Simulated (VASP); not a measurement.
# H (I4/mmm) in VASP: further runs

Runs on H. Level: PBE+D3(BJ). Tasks: single point, relaxation of cell and atoms.

All numbers are computed with VASP 6.6.1; they aren't measurements. Logs are shortened: lines on timing, memory, paths and dates and some standing lists are left out, and cuts for length are marked.

## (1) The cell of the first run

The structure is tetragonal, space group I4/mmm (No. 139). Conventional cell: a = 3.406 Å, b = 3.406 Å, c = 4.279 Å, α = 90.00°, β = 90.00°, γ = 90.00°. Within 1.0 Å of H (site symmetry 4mm) lie 1 H at 0.75 Å.

## (2) Single point, PBE+D3(BJ)

Input file INCAR:

```
PREC     = Accurate       # precision mode
ENCUT    = 520            # plane-wave cutoff, eV
EDIFF    = 1E-6           # SCF threshold, eV
ISMEAR   = 0              # smearing method
SIGMA    = 0.02           # smearing width, eV
LREAL    = F              # projectors in reciprocal space
LASPH    = T              # aspherical terms in the spheres
NELM     = 100            # most SCF steps
ALGO     = Normal         # electronic algorithm
ISIF     = 2              # what is computed and relaxed
LWAVE    = F              # write WAVECAR
LCHARG   = T              # write CHGCAR
GGA      = PE             # functional
IVDW     = 12             # dispersion correction
LELF     = T              # ELF
LVHAR    = T            
NBANDS   = 8              # bands
```

Input file KPOINTS:

```
Automatic mesh
0
Gamma
  8 8 8
```

Input file POSCAR:

```
H
1.0
   -1.7030551077      1.7030551077      2.1395708916
    1.7030551077     -1.7030551077      2.1395708916
    1.7030551077      1.7030551077     -2.1395708916
H
2
Direct
    0.9122555667      0.9122555667      0.0000000000
    0.0877444333      0.0877444333      0.0000000000
```

Potentials or basis: VASP PAW PBE potentials, release 64 (H).

Launch:

```sh
> cat potpaw_PBE.64/H/POTCAR > POTCAR
> mpirun -np 1 vasp_std > vasp.out
```

OUTCAR:

```text
PREC = Accurate
   ENCUT = 520
   EDIFF = 1E-6
   ISMEAR = 0
   LREAL = F
   LASPH = T
   NELM = 100
   ISIF = 2
   GGA = PE
   IVDW = 12
 IVDW          = 12

 ion  position               nearest neighbor table
   1  0.912  0.912  0.000-   2 0.75
   2  0.088  0.088  0.000-   1 0.75

  LATTYP: Found a body centered tetragonal cell.
 ALAT       =     3.4061102154
 C/A-ratio  =     1.2563133641

  Lattice vectors:

 A1 = (  -1.7030551077,   1.7030551077,   2.1395708916)
 A2 = (   1.7030551077,  -1.7030551077,   2.1395708916)
 A3 = (   1.7030551077,   1.7030551077,  -2.1395708916)

Analysis of symmetry for initial positions (statically):
=====================================================================
 Subroutine PRICEL returns:
 Original cell was already a primitive cell.

 Routine SETGRP: Setting up the symmetry group for a
 body centered tetragonal supercell.

 Subroutine GETGRP returns: Found 16 space group operations
 (whereof 16 operations were pure point group operations)
 out of a pool of 16 trial point group operations.

The static configuration has the point symmetry D_4h.

Analysis of symmetry for dynamics (positions and initial velocities):
=====================================================================
 Subroutine PRICEL returns:
 Original cell was already a primitive cell.

 Routine SETGRP: Setting up the symmetry group for a
 body centered tetragonal supercell.

 Subroutine GETGRP returns: Found 16 space group operations
 (whereof 16 operations were pure point group operations)
 out of a pool of 16 trial point group operations.

The dynamic configuration has the point symmetry D_4h.

 Subroutine INISYM returns: Found 16 space group operations
 (whereof 16 operations are pure point group operations),
 and found     1 'primitive' translations

----------------------------------------------------------------------------------------

                                     Primitive cell

  volume of cell :      24.8224

  direct lattice vectors                    reciprocal lattice vectors
    -1.703055108  1.703055108  2.139570892     0.000000000  0.293590030  0.233691719
     1.703055108 -1.703055108  2.139570892     0.293590030  0.000000000  0.233691719
     1.703055108  1.703055108 -2.139570892     0.293590030  0.293590030  0.000000000

  length of vectors
     3.221576788  3.221576788  3.221576788     0.375242489  0.375242489  0.415199002

  position of ions in fractional coordinates (direct lattice)
     0.912255567  0.912255567  0.000000000
     0.087744433  0.087744433  0.000000000

  ion indices of the primitive-cell ions
   primitive index   ion index
                 1           1
                 2           2

----------------------------------------------------------------------------------------

 KPOINTS: Automatic mesh

Automatic generation of k-mesh.
 Grid dimensions read from file:
 generate k-points for:    8    8    8

 Generating k-lattice:

  Cartesian coordinates                     Fractional coordinates (reciprocal lattice)
     0.000000000  0.036698754  0.029211465     0.125000000  0.000000000 -0.000000000
     0.036698754  0.000000000  0.029211465     0.000000000  0.125000000 -0.000000000
     0.036698754  0.036698754  0.000000000     0.000000000  0.000000000  0.125000000

  Length of vectors
     0.046905311  0.046905311  0.051899875

  Shift w.r.t. Gamma in fractional coordinates (k-lattice)
     0.000000000  0.000000000  0.000000000

 Subroutine IBZKPT returns following result:
 ===========================================

 Found     59 irreducible k-points:

 Following reciprocal coordinates:
            Coordinates               Weight
  0.000000  0.000000  0.000000      1.000000
  0.125000  0.000000  0.000000      8.000000
  0.250000  0.000000  0.000000      8.000000
  0.375000  0.000000  0.000000      8.000000
  0.500000  0.000000  0.000000      4.000000
  0.125000  0.125000  0.000000      8.000000
[... 16 lines left out ...]
  0.250000  0.125000  0.125000     16.000000
  0.375000  0.125000  0.125000      8.000000
 [... further k-points ...]
   k-points           NKPTS =     59   k-points in BZ     NKDIM =     59   number of bands    NBANDS=      8
   number of dos      NEDOS =    301   number of ions     NIONS =      2
   total plane-waves  NPLWV =  13824
   dimension x,y,z NGX =    24 NGY =   24 NGZ =   24
   dimension x,y,z NGXF=    48 NGYF=   48 NGZF=   48
   ions per type =               2
   NGX,Y,Z   is equivalent  to a cutoff of  12.38, 12.38, 12.38 a.u.
   NGXF,Y,Z  is equivalent  to a cutoff of  24.77, 24.77, 24.77 a.u.
 SYSTEM =  unknown system
   PREC   = accura    normal or accurate (medium, high low for compatibility)
   ISTART =      0    job   : 0-new  1-cont  2-samecut
   ICHARG =      2    charge: 1-file 2-atom 10-const
   ISPIN  =      1    spin polarized calculation?
   LNONCOLLINEAR =      F non collinear calculations
   LSORBIT =      F    spin-orbit coupling
   LASPH  =      T    aspherical Exc in radial PAW
   ENCUT  =  520.0 eV  38.22 Ry    6.18 a.u.   5.99  5.99  5.99*2*pi/ulx,y,z
   NELM   =    100;   NELMIN=  2; NELMDL= -5     # of ELM steps
   EDIFF  = 0.1E-05   stopping-criterion for ELM
   LREAL  =      F    real-space projection
   EDIFFG = 0.1E-04   stopping-criterion for IOM
   NSW    =      0    number of steps for IOM
   IBRION =     -1    ionic relax: 0-MD 1-quasi-New 2-CG
   NFREE  =      0    steps in history (QN), initial steepest desc. (CG)
   ISIF   =      2    stress and relaxation
   ISYM   =      2    0-nonsym 1-usesym 2-fastsym
   POTIM  = 0.5000    time-step for ionic-motion
   TEBEG  =    0.0;   TEEND  =   0.0 temperature during run
   PSTRESS=    0.0 pullay stress
   NELECT =       2.0000    total number of electrons
   NUPDOWN=      -1.0000    fix difference up-down
   EMIN   =  10.00;   EMAX   =-10.00  energy-range for DOS
   EFERMI =   0.00;   METHOD = LEGACY
   ISMEAR =     0;   SIGMA  =   0.02  broadening in eV -4-tet -1-fermi 0-gaus
   EFERMI_NEDOS =   21; number of points for ismear=-14 and -15
   IALGO  =     38    algorithm
   IMIX   =      4    mixing-type and parameters
     AMIX     =   0.40;   BMIX     =  1.00
     AMIX_MAG =   1.60;   BMIX_MAG =  1.00
  volume/ion in A,a.u.               =      12.41        83.75
  Fermi-wavevector in a.u.,A,eV,Ry     =   0.707083  1.336192  6.802447  0.499966
  Thomas-Fermi vector in A             =   1.793036
   LORBIT       =      0    0 simple, 1 ext, 2 COOP (PROOUT), +10 PAW based schemes
   GGA     = PE    functional components
   LHFCALC =     F    Hartree Fock is set to
   AEXX    =    0.0000 exact exchange contribution
   IVDW    =    12    specifies the selected vdW correction
   LEPSILON=     F    determine dielectric tensor
   LRPA    =     F    only Hartree local field effects (RPA)
 non-spin polarized calculation
 Gauss-broadening in eV      SIGMA  =   0.02
  energy-cutoff  :      520.00
  volume of cell :       24.82
 maximum number of plane-waves:       684
   NGX = 11   NGY = 11   NGZ = 11

 number of electron       2.0000001 magnetization

 Free energy of the ion-electron system (eV)
  ---------------------------------------------------
  ext. energy  EPLUGINS =         0.00000000
  ---------------------------------------------------
  free energy    TOTEN  =        -6.78490117 eV

  energy without entropy =       -6.78490117  energy(sigma->0) =       -6.78490117

 E-fermi :  -8.1224     XC(G=0):  -5.2220

 val. band max:       -8.2804377173   @ k =   0.5000   0.5000   0.5000
 cond. band min:       0.7012161250   @ k =   0.5000   0.0000   0.0000
 fundamental gap:      8.9816538423
 Fermi energy:        -8.1223747263

 k-point     1 :       0.0000    0.0000    0.0000
  band No.  band energies     occupation
      1     -10.4349      2.00000
      2       5.0475      0.00000
      3       8.4425      0.00000
      4      14.7200      0.00000
      5      14.7200      0.00000
      6      16.7471      0.00000
      7      16.7471      0.00000
      8      18.1442      0.00000

 k-point     2 :       0.1250    0.0000    0.0000
  band No.  band energies     occupation
      1     -10.2612      2.00000
      2       4.2774      0.00000
      3       8.7194      0.00000
      4      13.0903      0.00000
      5      13.7719      0.00000
      6      17.0747      0.00000
      7      17.5561      0.00000
      8      18.0379      0.00000

 k-point     3 :       0.2500    0.0000    0.0000
  band No.  band energies     occupation
      1      -9.8000      2.00000
      2       2.7221      0.00000
      3       8.9459      0.00000
      4      11.0505      0.00000
      5      12.6969      0.00000
      6      16.3942      0.00000
      7      17.1538      0.00000
      8      18.8667      0.00000

 k-point     4 :       0.3750    0.0000    0.0000
  band No.  band energies     occupation
      1      -9.2581      2.00000
      2       1.2930      0.00000
      3       8.6808      0.00000
      4      10.1830      0.00000
      5      12.0647      0.00000
      6      15.2061      0.00000
      7      16.5234      0.00000
      8      18.0606      0.00000

 k-point     5 :       0.5000    0.0000    0.0000
  band No.  band energies     occupation
      1      -9.0004      2.00000
      2       0.7012      0.00000
      3       8.4416      0.00000
      4      10.0494      0.00000
      5      11.8648      0.00000
      6      14.7803      0.00000
      7      16.8295      0.00000
      8      16.9065      0.00000
[... 177 lines left out ...]
 k-point    22 :       0.1250    0.1250    0.1250
  band No.  band energies     occupation
      1      -9.4930      2.00000
      2       2.5313      0.00000
      3       7.8206      0.00000
      4       8.6428      0.00000
      5      13.0113      0.00000
      6      15.9721      0.00000
      7      16.6820      0.00000
      8      21.1504      0.00000

 k-point    23 :       0.2500    0.1250    0.1250
  band No.  band energies     occupation
      1      -9.0502      2.00000
      2       1.7507      0.00000
      3       6.6156      0.00000
      4       7.6476      0.00000
      5      13.4580      0.00000
      6      15.3196      0.00000
      7      19.1157      0.00000
      8      19.9011      0.00000

 k-point    24 :       0.3750    0.1250    0.1250
  band No.  band energies     occupation
      1      -8.8475      2.00000
      2       1.4446      0.00000
      3       5.9582      0.00000
      4       7.4488      0.00000
      5      14.2596      0.00000
      6      14.4174      0.00000
      7      19.3701      0.00000
      8      21.8699      0.00000

 [... further k-points ...]

------------------------ aborting loop because EDIFF is reached ----------------------------------------

 Edisp (eV)   -0.03651

 E8    (eV) :    -0.0065

  FORCE on cell =-STRESS in cart. coord.  units (eV):
  Direction    XX          YY          ZZ          XY          YZ          ZX
  --------------------------------------------------------------------------------------
  -------------------------------------------------------------------------------------
  Total      -0.02952    -0.02952    -0.04355     0.00000    -0.00000     0.00000
  in kB      -1.90511    -1.90511    -2.81127     0.00000    -0.00000     0.00000
  external pressure =       -2.21 kB  Pullay stress =        0.00 kB

 VOLUME and BASIS-vectors are now :
 -----------------------------------------------------------------------------
  energy-cutoff  :      520.00
  volume of cell :       24.82
      direct lattice vectors                 reciprocal lattice vectors
    -1.703055108  1.703055108  2.139570892     0.000000000  0.293590030  0.233691719
     1.703055108 -1.703055108  2.139570892     0.293590030  0.000000000  0.233691719
     1.703055108  1.703055108 -2.139570892     0.293590030  0.293590030  0.000000000

 POSITION                                       TOTAL-FORCE (eV/Angst)
 -----------------------------------------------------------------------------------
      0.00000      0.00000      3.90367         0.000000      0.000000      0.013622
      0.00000      0.00000      0.37547        -0.000000     -0.000000     -0.013622
 -----------------------------------------------------------------------------------
    total drift:                               -0.000000     -0.000000      0.000000

  FREE ENERGIE OF THE ION-ELECTRON SYSTEM (eV)
  ---------------------------------------------------
  free  energy   TOTEN  =        -6.8214079734 eV

  energy  without entropy=       -6.8214079734  energy(sigma->0) =       -6.82140797
```

Run time: 6.5 s. Hardware: 1 thread of Intel Xeon Platinum 8488C (Sapphire Rapids), shared host; peak memory 0.14 GiB.

What came out:

```yaml
Free_energy: -6.8214 eV
Pressure: -0.2 GPa
Largest_force: 0.014 eV/Å
Band_gap_on_the_k_mesh: 8.98 eV, indirect (least direct gap 9.70 eV)
Dispersion_energy_per_atom: -0.018 eV
```

Forces on the atoms (eV/Å):
```
H    0.000  0.000  0.014
H    0.000  0.000 -0.014
```

Stress tensor (GPa, compression positive):
```
-0.19  0.00  0.00
 0.00 -0.19  0.00
 0.00  0.00 -0.28
```

A k mesh can miss the band edges. PBE gaps usually lie below the measured ones, often by a third to a half.

## (3) Relaxation of cell and atoms, PBE+D3(BJ)

This run uses another cell than the first one, of 11.78 Å³/atom, 0.949 times its volume.

Input file INCAR:

```
SYSTEM = H
PREC = Accurate
ENCUT = 600
EDIFF = 1E-6
ISMEAR = 0
SIGMA = 0.02
LREAL = .False.
LASPH = .True.
NELM = 100
ALGO = Normal
ISIF = 3
LWAVE = .False.
LCHARG = .False.
GGA = PE
IVDW = 12
IBRION = 2
NSW = 90
EDIFFG = -0.02
```

Input file KPOINTS:

```
regular mesh
0
Gamma
  8 8 8
  0 0 0
```

Input file POSCAR:

```
H
1.0
   -1.6915344700      1.6915344700      2.0584739900
    1.6915344700     -1.6915344700      2.0584739900
    1.6915344700      1.6915344700     -2.0584739900
H
2
Direct
    0.9098622900      0.9098622900      0.0000000000
    0.0901377100      0.0901377100      0.0000000000
```

Potentials or basis: VASP PAW PBE potentials, release 64 (H).

Launch:

```sh
> cat potpaw_PBE.64/H/POTCAR > POTCAR
> mpirun -np 1 vasp_std > vasp.out
```

Run time: 18 s. Hardware: 1 thread of Intel Xeon Platinum 8488C (Sapphire Rapids), shared host; peak memory 0.15 GiB.

The run converged. Its results:

```
Free energy                            : -6.8227 eV
Relaxed volume                         : 11.80 Å³/atom
Relaxed cell                           : a = 3.158 Å, b = 3.158 Å, c = 3.158 Å, α = 115.22°, β = 115.22°, γ = 98.50°
Space group after relaxing (to 0.05 Å) : I4/mmm (No. 139)
Energy gained by relaxing              : 0.5 meV/atom
Ionic steps                            : 3
Pressure after relaxing                : 0.0 GPa
Band gap on the k mesh                 : 8.85 eV, indirect (least direct gap 9.67 eV)
Dispersion energy per atom             : -0.019 eV
```

Forces on the atoms (eV/Å):
```
H    0.000  0.000  0.003
H    0.000  0.000 -0.003
```

The path:
| step | energy change (eV) | largest force (eV/Å) | pressure (GPa) | volume (Å³) |
| --- | --- | --- | --- | --- |
| 1 | 0.0000 | 0.2764 | 0.48 | 23.56 |
| 2 | 0.0070 | 0.6944 | -1.19 | 23.68 |
| 3 | -0.0011 | 0.0029 | 0.01 | 23.59 |

Final structure:
```yaml
crystal:
  lattice:
    - [-1.69153, 1.69153, 2.06122]
    - [1.69153, -1.69153, 2.06122]
    - [1.69153, 1.69153, -2.06122]
  atoms:
    - { symbol: H, position: [0.90900, 0.90900, 0.00000] }
    - { symbol: H, position: [0.09100, 0.09100, 0.00000] }
```

Levels at points of the mesh, in eV from the valence-band top:
```tsv
k point	band 1	band 2	band 3	band 4
(0.00, 0.00, 0.00)	-2.38	13.59	16.93	23.47
(0.50, 0.00, 0.00)	-0.81	8.85	16.92	18.67
(0.50, 0.50, 0.00)	-0.60	10.65	13.92	16.21
(0.50, 0.50, 0.50)	0.00	10.03	15.51	16.10
```
